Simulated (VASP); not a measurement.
# Sb: single point with r2SCAN

Crystal: Sb.

```
Sb
1.0
     6.04899    0.00000    0.00000
     0.00000    6.04899    0.00000
     0.00000    0.00000    6.04899
Sb
8
Direct
  0.50000 0.50000 0.50000
  0.00000 0.00000 0.00000
  0.25000 0.00000 0.50000
  0.50000 0.25000 0.00000
  0.50000 0.75000 0.00000
  0.75000 0.00000 0.50000
  0.00000 0.50000 0.75000
  0.00000 0.50000 0.25000
```

```yaml
Program: VASP 6.6.1
Task: single point
Functional: r2SCAN
Potentials_or_basis: VASP PAW PBE potentials, release 64 (Sb)
Cutoff: 520 eV
k_mesh: 6 × 6 × 6
Occupations: gaussian, width 0.1 eV
Spin: no spin polarisation
Dipole_correction: no
Further_INCAR_settings: ALGO = Normal; EDIFF = 1e-07; NBANDS = 30
```

* Pressure: -0.1 GPa
* Band gap on the k mesh: zero (band 20 reaches 8.35 eV, above the bottom of band 21 at 7.79 eV)

Levels at points of the mesh, in eV from the Fermi level:
```tsv
k point	band 18	band 19	band 20	band 21	band 22	band 23
(0.00, 0.00, 0.00)	-1.72	-1.72	-1.72	0.77	0.77	0.77
(0.50, 0.00, 0.00)	-1.38	-0.79	-0.79	0.27	0.27	1.19
(0.50, 0.50, 0.00)	-1.33	-0.61	-0.29	0.47	0.51	1.24
(0.50, 0.50, 0.50)	0.02	0.02	0.02	0.02	0.02	0.06
```

Wall time 3.6 min on 1 thread of Intel(R) Xeon(R) 6975P-C (Granite Rapids), with other jobs on the host, peak memory 0.4 GiB.

Caveat: the PAW data sets were made with another functional, which shifts forces and pressure a little; spin-orbit coupling is left out, which moves the levels of the heavy elements.
